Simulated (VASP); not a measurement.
# LiNbO3 (R3c) in VASP: single point with PBE

Aim: the single point of LiNbO3 with PBE.

Everything below comes from runs of VASP 6.6.1. Logs are shortened: lines on timing, memory, paths and dates and some standing lists are left out, and cuts for length are marked.

## (1) The cell of the first run

Symmetry: R3c, No. 161, trigonal system. Conventional cell: a = 5.190 Å, b = 5.190 Å, c = 14.017 Å, α = 90.00°, β = 90.00°, γ = 120.00°. Within 2.8 Å of Li (site symmetry 3) lie 6 O at 2.08 to 2.27 Å. Nb (site symmetry 3) has 6 O at 1.88 to 2.16 Å within 2.5 Å. Within 2.5 Å of O (site symmetry 1) lie 2 Nb at 1.88 to 2.16 Å and 2 Li at 2.08 to 2.27 Å. O (site symmetry 1) has 2 Nb at 1.88 to 2.16 Å and 2 Li at 2.08 to 2.27 Å within 2.5 Å. Within 2.5 Å of O (site symmetry 1) lie 2 Nb at 1.88 to 2.16 Å and 2 Li at 2.08 to 2.27 Å.

## (2) Single point, PBE

INCAR

```
  PREC = Accurate
  ENCUT = 520
  EDIFF = 1E-6
  ISMEAR = 0
  SIGMA = 0.01
  LREAL = Auto
  LASPH = True
  NELM = 100
  ALGO = Normal
  ISIF = 2
  LWAVE = False
  LCHARG = False
  GGA = PE
  NBANDS = 162
```

KPOINTS

```
Automatic mesh
0
Gamma
  1 1 1
  0.25 0.25 0.25
```

POSCAR

```
LiNbO3
1.0
    2.5949501352      1.4981951591      4.6722232478
   -5.1899002704      2.9963903182      9.3444464955
    0.0000000000     -5.9927806363      9.3444464955
Li Nb O
8 8 24
Direct
    0.7183582876      0.3591791438      0.3591791438
    0.2183582876      0.1091791438      0.1091791438
    0.7183582876      0.3591791438      0.8591791438
    0.2183582876      0.1091791438      0.6091791438
    0.7183582876      0.8591791438      0.3591791438
    0.2183582876      0.6091791438      0.1091791438
    0.7183582876      0.8591791438      0.8591791438
    0.2183582876      0.6091791438      0.6091791438
    0.9994820125      0.4997410062      0.4997410062
    0.4994820125      0.2497410062      0.2497410062
    0.9994820125      0.4997410062      0.9997410062
    0.4994820125      0.2497410062      0.7497410063
    0.9994820125      0.9997410062      0.4997410062
    0.4994820125      0.7497410063      0.2497410062
    0.9994820125      0.9997410062      0.9997410062
    0.4994820125      0.7497410063      0.7497410063
    0.2789058864      0.3209637481      0.4447556587
    0.6419274962      0.4447556587      0.1394529432
    0.8895113174      0.1394529432      0.3209637481
    0.3895113174      0.0709637481      0.3894529432
    0.7789058864      0.1947556587      0.0709637481
    0.1419274962      0.3894529432      0.1947556587
    0.2789058864      0.3209637481      0.9447556587
    0.6419274962      0.4447556587      0.6394529432
    0.8895113174      0.1394529432      0.8209637481
    0.3895113174      0.0709637481      0.8894529432
    0.7789058864      0.1947556587      0.5709637481
    0.1419274962      0.3894529432      0.6947556587
    0.2789058864      0.8209637481      0.4447556587
    0.6419274962      0.9447556587      0.1394529432
    0.8895113174      0.6394529432      0.3209637481
    0.3895113174      0.5709637481      0.3894529432
    0.7789058864      0.6947556587      0.0709637481
    0.1419274962      0.8894529432      0.1947556587
    0.2789058864      0.8209637481      0.9447556587
    0.6419274962      0.9447556587      0.6394529432
    0.8895113174      0.6394529432      0.8209637481
    0.3895113174      0.5709637481      0.8894529432
    0.7789058864      0.6947556587      0.5709637481
    0.1419274962      0.8894529432      0.6947556587
```

Potentials or basis: VASP PAW PBE potentials, release 64 (Li_sv, Nb_sv, O).

Run with:

```sh
> cat potpaw_PBE.64/Li_sv/POTCAR potpaw_PBE.64/Nb_sv/POTCAR potpaw_PBE.64/O/POTCAR > POTCAR
> mpirun -np 1 vasp_std > vasp.out
```

OUTCAR:

```text
PREC = Accurate
   ENCUT = 520
   EDIFF = 1E-6
   ISMEAR = 0
   LREAL = Auto
   LASPH = True
   NELM = 100
   ISIF = 2
   GGA = PE

 ion  position               nearest neighbor table
   1  0.718  0.359  0.359-  27 2.08  32 2.08  22 2.08  18 2.27  19 2.27  17 2.27
   2  0.218  0.109  0.109-  19 2.08  23 2.08  30 2.08  26 2.27  34 2.27  21 2.27
   3  0.718  0.359  0.859-  21 2.08  38 2.08  28 2.08  24 2.27  25 2.27  23 2.27
   4  0.218  0.109  0.609-  25 2.08  17 2.08  36 2.08  20 2.27  40 2.27  27 2.27
   5  0.718  0.859  0.359-  39 2.08  20 2.08  34 2.08  30 2.27  31 2.27  29 2.27
   6  0.218  0.609  0.109-  31 2.08  35 2.08  18 2.08  38 2.27  22 2.27  33 2.27
[... 8 lines left out ...]
  15  0.999  1.000  1.000-  35 1.88  25 1.88  30 1.88  26 2.16  34 2.16  21 2.16
  16  0.499  0.750  0.750-  40 1.88  38 1.88  39 1.88  35 2.16  36 2.16  37 2.16
  17  0.279  0.321  0.445-   9 1.88   4 2.08  10 2.16   1 2.27
  18  0.642  0.445  0.139-  11 1.88   6 2.08  10 2.16   1 2.27
  19  0.890  0.139  0.321-  13 1.88   2 2.08  10 2.16   1 2.27
  20  0.390  0.071  0.389-  10 1.88   5 2.08  13 2.16   4 2.27
  21  0.779  0.195  0.071-  10 1.88   3 2.08  15 2.16   2 2.27
  22  0.142  0.389  0.195-  10 1.88   1 2.08  11 2.16   6 2.27
[... 16 lines left out ...]
  39  0.779  0.695  0.571-  16 1.88   5 2.08   9 2.16   8 2.27
  40  0.142  0.889  0.695-  16 1.88   7 2.08  13 2.16   4 2.27

  LATTYP: Found a base centered monoclinic cell.
 ALAT       =    15.1977748150
 B/A-ratio  =     0.6829815988
 C/A-ratio  =     0.3652177897
 COS(beta)  =    -0.0918250334

  Lattice vectors:

 A1 = (   7.7848504056,  -1.4981951591,  -4.6722232477)
 A2 = (   2.5949501352,   7.4909757954,  -4.6722232477)
 A3 = (   2.5949501352,   1.4981951591,   4.6722232478)

Analysis of symmetry for initial positions (statically):
=====================================================================
 Subroutine PRICEL returns following result:

  LATTYP: Found a trigonal (rhomboedric) cell.
 ALAT       =     5.5504977268
 COS(alpha) =     0.5628563531

  Lattice vectors:

 A1 = (   2.5949501352,   1.4981951591,   4.6722232478)
 A2 = (  -2.5949501352,   1.4981951591,   4.6722232477)
 A3 = (   0.0000000000,  -2.9963903182,   4.6722232477)

   4 primitive cells build up your supercell.

 Routine SETGRP: Setting up the symmetry group for a
 base centered monoclinic supercell.

 Subroutine GETGRP returns: Found  2 space group operations
 (whereof  1 operations were pure point group operations)
 out of a pool of  4 trial point group operations.

The static configuration has the point symmetry C_1 .
 The point group associated with its full space group is C_1h.

Analysis of symmetry for dynamics (positions and initial velocities):
=====================================================================
 Subroutine PRICEL returns following result:

  LATTYP: Found a trigonal (rhomboedric) cell.
 ALAT       =     5.5504977268
 COS(alpha) =     0.5628563531

  Lattice vectors:

 A1 = (   2.5949501352,   1.4981951591,   4.6722232478)
 A2 = (  -2.5949501352,   1.4981951591,   4.6722232477)
 A3 = (   0.0000000000,  -2.9963903182,   4.6722232477)

   4 primitive cells build up your supercell.

 Routine SETGRP: Setting up the symmetry group for a
 base centered monoclinic supercell.

 Subroutine GETGRP returns: Found  2 space group operations
 (whereof  1 operations were pure point group operations)
 out of a pool of  4 trial point group operations.

The dynamic configuration has the point symmetry C_1 .
 The point group associated with its full space group is C_1h.

 Subroutine INISYM returns: Found  2 space group operations
 (whereof  1 operations are pure point group operations),
 and found     4 'primitive' translations

----------------------------------------------------------------------------------------

                                     Primitive cell

  volume of cell :     108.9864

  direct lattice vectors                    reciprocal lattice vectors
     2.594950135  1.498195159  4.672223248     0.192681930  0.111244964  0.071343623
    -2.594950135  1.498195159  4.672223248    -0.192681930  0.111244964  0.071343623
     0.000000000 -2.996390318  4.672223248    -0.000000000 -0.222489928  0.071343623

  length of vectors
     5.550497727  5.550497727  5.550497727     0.233648626  0.233648626  0.233648626

  position of ions in fractional coordinates (direct lattice)
     0.718358288  0.718358288  0.718358288
     0.218358288  0.218358288  0.218358288
     0.999482013  0.999482012  0.999482012
     0.499482013  0.499482012  0.499482012
     0.278905886  0.641927496  0.889511317
     0.641927496  0.889511317  0.278905886
     0.889511317  0.278905886  0.641927496
     0.389511317  0.141927496  0.778905886
     0.778905886  0.389511317  0.141927496
     0.141927496  0.778905886  0.389511317

  ion indices of the primitive-cell ions
   primitive index   ion index
                 1           1
                 2           2
                 3           9
                 4          10
                 5          17
                 6          18
                 7          19
                 8          32
                 9          27
                10          22

----------------------------------------------------------------------------------------

 KPOINTS: Automatic mesh

Automatic generation of k-mesh.
 Grid dimensions read from file:
 generate k-points for:    1    1    1

 Generating k-lattice:

  Cartesian coordinates                     Fractional coordinates (reciprocal lattice)
     0.192681930  0.111244964  0.071343623     1.000000000  0.000000000  0.000000000
    -0.096340965  0.055622482  0.035671811     0.000000000  1.000000000  0.000000000
    -0.000000000 -0.111244964  0.035671811     0.000000000  0.000000000  1.000000000

  Length of vectors
     0.233648626  0.116824313  0.116824313

  Shift w.r.t. Gamma in fractional coordinates (k-lattice)
     0.250000000  0.250000000  0.250000000

 Subroutine IBZKPT returns following result:
 ===========================================

 Found      1 irreducible k-points:

 Following reciprocal coordinates:
            Coordinates               Weight
  0.250000  0.250000  0.250000      2.000000
   k-points           NKPTS =      1   k-points in BZ     NKDIM =      1   number of bands    NBANDS=    162
   number of dos      NEDOS =    301   number of ions     NIONS =     40
   total plane-waves  NPLWV = 296352
   dimension x,y,z NGX =    42 NGY =   84 NGZ =   84
   dimension x,y,z NGXF=    84 NGYF=  168 NGZF=  168
   ions per type =               8   8  24
   NGX,Y,Z   is equivalent  to a cutoff of  12.58, 12.58, 12.58 a.u.
   NGXF,Y,Z  is equivalent  to a cutoff of  25.16, 25.16, 25.16 a.u.
 SYSTEM =  unknown system
   PREC   = accura    normal or accurate (medium, high low for compatibility)
   ISTART =      0    job   : 0-new  1-cont  2-samecut
   ICHARG =      2    charge: 1-file 2-atom 10-const
   ISPIN  =      1    spin polarized calculation?
   LNONCOLLINEAR =      F non collinear calculations
   LSORBIT =      F    spin-orbit coupling
   LASPH  =      T    aspherical Exc in radial PAW
   ENCUT  =  520.0 eV  38.22 Ry    6.18 a.u.  10.32 20.64 20.64*2*pi/ulx,y,z
   NELM   =    100;   NELMIN=  2; NELMDL= -5     # of ELM steps
   EDIFF  = 0.1E-05   stopping-criterion for ELM
   LREAL  =      T    real-space projection
   EDIFFG = 0.1E-04   stopping-criterion for IOM
   NSW    =      0    number of steps for IOM
[... 5 lines left out ...]
   TEBEG  =    0.0;   TEEND  =   0.0 temperature during run
   PSTRESS=    0.0 pullay stress
   NELECT =     272.0000    total number of electrons
   NUPDOWN=      -1.0000    fix difference up-down
   EMIN   =  10.00;   EMAX   =-10.00  energy-range for DOS
   EFERMI =   0.00;   METHOD = LEGACY
   ISMEAR =     0;   SIGMA  =   0.01  broadening in eV -4-tet -1-fermi 0-gaus
   EFERMI_NEDOS =   21; number of points for ismear=-14 and -15
   IALGO  =     38    algorithm
   IMIX   =      4    mixing-type and parameters
     AMIX     =   0.40;   BMIX     =  1.00
     AMIX_MAG =   1.60;   BMIX_MAG =  1.00
  volume/ion in A,a.u.               =      10.90        73.55
  Fermi-wavevector in a.u.,A,eV,Ry     =   1.398901  2.643540 26.625577  1.956925
  Thomas-Fermi vector in A             =   2.522014
   LORBIT       =      0    0 simple, 1 ext, 2 COOP (PROOUT), +10 PAW based schemes
   GGA     = PE    functional components
   LHFCALC =     F    Hartree Fock is set to
   AEXX    =    0.0000 exact exchange contribution
   IVDW    =     0    specifies the selected vdW correction
   LEPSILON=     F    determine dielectric tensor
   LRPA    =     F    only Hartree local field effects (RPA)
 non-spin polarized calculation
 Gauss-broadening in eV      SIGMA  =   0.01
  energy-cutoff  :      520.00
  volume of cell :      435.95
 maximum number of plane-waves:     11741
 NGX is ok and might be reduce to    42
   NGX = 21   NGY = 41   NGZ = 41

 number of electron     271.9999994 magnetization

 Free energy of the ion-electron system (eV)
  ---------------------------------------------------
  ext. energy  EPLUGINS =         0.00000000
  ---------------------------------------------------
  free energy    TOTEN  =      -320.22213957 eV

  energy without entropy =     -320.22213957  energy(sigma->0) =     -320.22213957

 E-fermi :   3.4366     XC(G=0): -10.6665

 val. band max:        3.2634370696   @ k =   0.2500   0.2500   0.2500
 cond. band min:       6.9871044178   @ k =   0.2500   0.2500   0.2500
 fundamental gap:      3.7236673482
 Fermi energy:         3.4366168870

 k-point     1 :       0.2500    0.2500    0.2500
  band No.  band energies     occupation
      1     -50.9087      2.00000
      2     -50.9042      2.00000
      3     -50.9033      2.00000
      4     -50.9033      2.00000
      5     -50.9033      2.00000
      6     -50.9033      2.00000
[... 140 lines left out ...]
    147       7.8668      0.00000
    148       7.8668      0.00000
 [bands above 148 left out]

------------------------ aborting loop because EDIFF is reached ----------------------------------------

  FORCE on cell =-STRESS in cart. coord.  units (eV):
  Direction    XX          YY          ZZ          XY          YZ          ZX
  --------------------------------------------------------------------------------------
  -------------------------------------------------------------------------------------
  Total       -0.9068200     -0.9356255     -1.1722924      0.0249463     -0.1076203     -0.1864038
  in kB       -3.3327246     -3.4385899     -4.3083828      0.0916820     -0.3955237     -0.6850672
  external PRESSURE =      -3.6932324 kB  Pullay stress =       0.0000000 kB

 VOLUME and BASIS-vectors are now :
 -----------------------------------------------------------------------------
  energy-cutoff  :      520.00
  volume of cell :      435.95
      direct lattice vectors                 reciprocal lattice vectors
     2.594950135  1.498195159  4.672223248     0.192681930  0.111244964  0.071343623
    -5.189900270  2.996390318  9.344446495    -0.096340965  0.055622482  0.035671811
     0.000000000 -5.992780636  9.344446495    -0.000000000 -0.111244964  0.035671811

 POSITION                                       TOTAL-FORCE (eV/Angst)
 -----------------------------------------------------------------------------------
      0.00000      0.00000     10.06899        -0.003314      0.000979     -0.002778
      0.00000      0.00000      3.06066        -0.000809     -0.003359     -0.002778
      0.00000     -2.99639     14.74121        -0.003314      0.000979     -0.002778
      0.00000     -2.99639      7.73288        -0.000809     -0.003359     -0.002778
     -2.59495      1.49820     14.74121        -0.003314      0.000979     -0.002778
     -2.59495      1.49820      7.73288        -0.000809     -0.003359     -0.002778
[... 32 lines left out ...]
     -1.58449     -0.17295     15.46667         0.026858     -0.022604     -0.050715
     -4.24788     -1.28573     15.46667        -0.011876      0.016203     -0.016569
 -----------------------------------------------------------------------------------
    total drift:                               -0.000582     -0.000333     -0.017664

  FREE ENERGIE OF THE ION-ELECTRON SYSTEM (eV)
  ---------------------------------------------------
  free  energy   TOTEN  =      -320.2221395704 eV

  energy  without entropy=     -320.2221395704  energy(sigma->0) =     -320.22213957
```

It took 8.1 min on 1 thread of Intel Xeon 8259CL, shared host; peak memory 0.63 GiB.

What came out:

```yaml
Free_energy: -320.2221 eV
Largest_force: 0.095 eV/Å
Band_gap_on_the_k_mesh: 3.72 eV
```

Forces on the atoms (eV/Å):
```
Li  -0.003  0.001 -0.003
Li  -0.001 -0.003 -0.003
Li  -0.003  0.001 -0.003
Li  -0.001 -0.003 -0.003
Li  -0.003  0.001 -0.003
Li  -0.001 -0.003 -0.003
Li  -0.003  0.001 -0.003
Li  -0.001 -0.003 -0.003
Nb  -0.012 -0.015  0.093
Nb  -0.019 -0.003  0.093
Nb  -0.012 -0.015  0.093
Nb  -0.019 -0.003  0.093
Nb  -0.012 -0.015  0.093
Nb  -0.019 -0.003  0.093
Nb  -0.012 -0.015  0.093
Nb  -0.019 -0.003  0.093
O   -0.006  0.035 -0.051
O    0.008 -0.018 -0.017
O    0.005  0.012 -0.022
O    0.013 -0.001 -0.022
O    0.027 -0.023 -0.051
O   -0.012  0.016 -0.017
O   -0.006  0.035 -0.051
O    0.008 -0.018 -0.017
O    0.005  0.012 -0.022
O    0.013 -0.001 -0.022
O    0.027 -0.023 -0.051
O   -0.012  0.016 -0.017
O   -0.006  0.035 -0.051
O    0.008 -0.018 -0.017
O    0.005  0.012 -0.022
O    0.013 -0.001 -0.022
O    0.027 -0.023 -0.051
O   -0.012  0.016 -0.017
O   -0.006  0.035 -0.051
O    0.008 -0.018 -0.017
O    0.005  0.012 -0.022
O    0.013 -0.001 -0.022
O    0.027 -0.023 -0.051
O   -0.012  0.016 -0.017
```

Levels at points of the mesh, in eV from the valence-band top:
| k point | band 132 | band 133 | band 134 | band 135 | band 136 | band 137 | band 138 | band 139 | band 140 | band 141 |
| --- | --- | --- | --- | --- | --- | --- | --- | --- | --- | --- |
| (0.25, 0.25, 0.25) | -0.11 | -0.11 | -0.06 | -0.01 | 0.00 | 3.72 | 3.77 | 3.77 | 3.89 | 3.98 |

Caveat: the k points lie up to 1.14 Å⁻¹ apart; the cutoff is under 1.25 times the usual one of these potentials, so pressure, stress and relaxed cells hold a basis-set (Pulay) error; a shifted mesh leaves out Γ, where band edges can lie. Expect the measured gap to be larger: semilocal functionals such as PBE lack the derivative discontinuity.
